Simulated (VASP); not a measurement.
A run of VASP 6.6.1 is set up as follows.

File INCAR:

```
SYSTEM = Al2GaAs3
  PREC = Accurate
  ENCUT = 600
  EDIFF = 1E-6
  ISMEAR = 0
  SIGMA = 0.1
  LREAL = .False.
  LASPH = .True.
  NELM = 80
  ALGO = Normal
  ISIF = 3
  LWAVE = .False.
  LCHARG = .False.
  GGA = PE
  IBRION = 2
  NSW = 80
  EDIFFG = -0.025
```

The input KPOINTS:

```
regular mesh
0
Gamma
  4 2 2
  0 0 0
```

Contents of POSCAR:

```
Al2GaAs3
1.0
    3.9931059042      0.0106309333     -0.0653834383
    0.0184133167      6.8892382672     -0.0353829798
   -0.1602321855     -0.0500628741      9.9480496719
Al Ga As
4 2 6
Direct
   -0.0215205445      0.3274627649      0.6767336595
    0.4843304109      0.8444717954      0.6826372104
    0.5174283186      0.1251629922      0.3115600556
    0.0042872516      0.6501518308      0.3653637111
    0.4843894664      0.5085075447      0.9922992089
    1.0124490398      0.9836798907      1.0194202890
   -0.0162968266      0.0082784700      0.7532442213
    0.5339662476      0.4786789112      0.7359489985
   -0.0220249750      0.3411543970      0.3959593603
    0.4890437079      0.8679838322      0.4113812748
    0.5129048245      0.1698178669      0.0767789201
    0.0210430787      0.6946497041      0.0786730904
```

Potentials or basis: VASP PAW PBE potentials, release 64 (Al, Ga_d, As).

The run is started by

```bash
$ cat potpaw_PBE.64/Al/POTCAR potpaw_PBE.64/Ga_d/POTCAR potpaw_PBE.64/As/POTCAR > POTCAR
$ mpirun -np 1 vasp_std > vasp.out
```

**Question.** Predict the relaxed volume.

**Answer.** 23.60 Å³/atom.

**Question.** Estimate the space group after relaxing (to 0.05 Å).

**Answer.** Cm (No. 8).

**Question.** What does it give for the band gap on the k mesh?

**Answer.** 0.91 eV, direct.

**Question.** What does it give for the relaxed cell?

**Answer.** a = 4.080 Å, b = 7.000 Å, c = 9.917 Å, α = 90.30°, β = 90.01°, γ = 89.98°.

Step by step:
```csv
step,energy change (eV),largest force (eV/Å),pressure (GPa),volume (Å³)
1,0.0000,7.3368,7.17,273.58
2,-2.3063,2.3403,-3.34,314.99
3,-3.2551,2.0478,-1.67,295.13
4,-3.2567,2.0382,-1.59,294.69
5,-3.9772,1.0014,-1.12,288.59
6,-4.0765,0.6831,-0.50,285.46
7,-4.1863,0.5228,0.30,281.65
8,-4.1952,0.5614,0.64,280.23
9,-4.2403,0.2883,0.01,283.01
10,-4.2486,0.3277,-0.39,284.85
11,-4.2816,0.2325,-0.13,283.80
12,-4.2982,0.2493,0.23,282.34
13,-4.3182,0.1776,0.01,283.31
14,-4.3182,0.1799,-0.02,283.34
15,-4.3242,0.0700,-0.03,283.44
16,-4.3242,0.0704,-0.03,283.44
17,-4.3253,0.0353,0.03,283.17
18,-4.3253,0.0374,0.04,283.13
19,-4.3258,0.0269,-0.05,283.40
20,-4.3258,0.0296,-0.05,283.46
21,-4.3263,0.0243,0.03,283.21
```

Caveat: the k points lie up to 0.45 Å⁻¹ apart in the final cell. A k mesh can miss the band edges.
